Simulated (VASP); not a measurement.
Here is a VASP 6.6.1 calculation.

File INCAR:

```
SYSTEM = Si6Cl
PREC = Accurate ; ENCUT = 520
EDIFF = 1E-6 ; ISMEAR = 0
SIGMA = 0.05 ; LREAL = Auto
LASPH = .True. ; NELM = 60
ALGO = Normal ; ISIF = 2
LWAVE = .False. ; LCHARG = .False.
LDIPOL = .True. ; IDIPOL = 3
DIPOL = 0.5 0.5 0.502 ; GGA = PE
IVDW = 12 ; NBANDS = 82
```

The input KPOINTS:

```
Automatic mesh
0
Gamma
  2 2 1
  0 0 0
```

Contents of POSCAR:

```
Si6Cl
1.0
    7.6671877225      0.0000000000      0.0000000000
    0.0000000000      7.6671877225      0.0000000000
    0.0000000000      0.0000000000     24.9539005390
Si Cl
24 4
Direct
    0.4065111020      0.2500000000      0.3978135596
    0.4065111020      0.7500000000      0.3978135596
    0.0934888980      0.2500000000      0.3978135596
    0.0934888980      0.7500000000      0.3978135596
    0.5000000000      0.5000000000      0.4521289203
    0.5000000000      0.0000000000      0.4521289203
    0.0000000000      0.5000000000      0.4521289203
    0.0000000000      0.0000000000      0.4521289203
    0.7496424470      0.5000000000      0.5018508386
    0.7496424470      0.0000000000      0.5018508386
    0.2506915573      0.5000000000      0.5105564603
    0.2506915573      0.0000000000      0.5105564603
    0.7581513403      0.7500000000      0.5547203956
    0.7581513403      0.2500000000      0.5547203956
    0.2469757422      0.7500000000      0.5660741177
    0.2469757422      0.2500000000      0.5660741177
   -0.0126015481      0.7500000000      0.6168841969
   -0.0126015481      0.2500000000      0.6168841969
    0.5114270746      0.7500000000      0.6149830485
    0.5114270746      0.2500000000      0.6149830485
    0.9367200521      0.0000000000      0.6704752124
    0.9367200521      0.5000000000      0.6704752124
    0.6485802161      0.0000000000      0.6461767290
    0.6485802161      0.5000000000      0.6461767290
    0.5029534514      0.2500000000      0.3206151870
    0.5029534514      0.7500000000      0.3206151870
   -0.0022999888      0.2500000000      0.3205364976
   -0.0022999888      0.7500000000      0.3205364976
```

Potentials or basis: VASP PAW PBE potentials, release 64 (Si, Cl).

The run is started by

```console
$ cat potpaw_PBE.64/Si/POTCAR potpaw_PBE.64/Cl/POTCAR > POTCAR
$ mpirun -np 1 vasp_std > vasp.out
```

(1) Estimate the band gap on the k mesh.

(2) Predict the dispersion energy per atom.

(3) Estimate the largest force.

## Answers

(1) 0.13 eV.

(2) -0.237 eV.

(3) 1.952 eV/Å.

Caveat: semilocal functionals underestimate gaps, and a narrow one can read as zero.
